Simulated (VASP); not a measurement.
A run of VASP 6.6.1 is set up as follows.

Contents of INCAR:

```
ALGO = Normal
DIPOL = 0.5 0.5 0.373
EDIFF = 1E-7
ENCUT = 520
GGA = PE
IDIPOL = 3
ISIF = 2
ISMEAR = 0
IVDW = 12
LASPH = T
LCHARG = F
LDIPOL = T
LREAL = F
LWAVE = F
NBANDS = 30
NELM = 100
PREC = Accurate
SIGMA = 0.05
```

KPOINTS

```
k-points
0
Gamma
  8 6 1
```

POSCAR

```
P
1.0
    3.2961869271      0.0000000000      0.0000000000
    0.0000000000      4.4391555608      0.0000000000
    0.0000000000      0.0000000000     21.7461973993
P
8
Direct
    0.5000000000      0.9174951521      0.2069327302
    0.0000000000      0.5825048479      0.2069327302
    0.5000000000      0.0825048479      0.3045635326
    0.0000000000      0.4174951521      0.3045635326
    1.0000000000      0.5825048479      0.4406792840
    0.5000000000      0.2475145437      0.4406792840
    1.0000000000     -0.2524854563      0.5383100863
    0.5000000000      0.0825048479      0.5383100863
```

Potentials or basis: VASP PAW PBE potentials, release 64 (P).

Command:

```sh
$ cat potpaw_PBE.64/P/POTCAR > POTCAR
$ mpirun -np 1 vasp_std > vasp.out
```

**Question.** Estimate the largest force.

**Answer.** 0.373 eV/Å.

**Question.** Estimate the dispersion energy per atom.

**Answer.** -0.308 eV.

**Question.** Estimate the band gap on the k mesh.

**Answer.** 0.69 eV (least direct gap 0.78 eV).

Forces in eV/Å, atoms in the order of the input:
```
P    0.000 -0.034 -0.202
P    0.000  0.076  0.009
P    0.000 -0.311 -0.205
P    0.000 -0.133 -0.172
P    0.000  0.311  0.205
P    0.000  0.133  0.172
P    0.000  0.034  0.202
P    0.000 -0.076 -0.009
```

Caveat: the cell differs from its parent crystal (layers slid over each other).
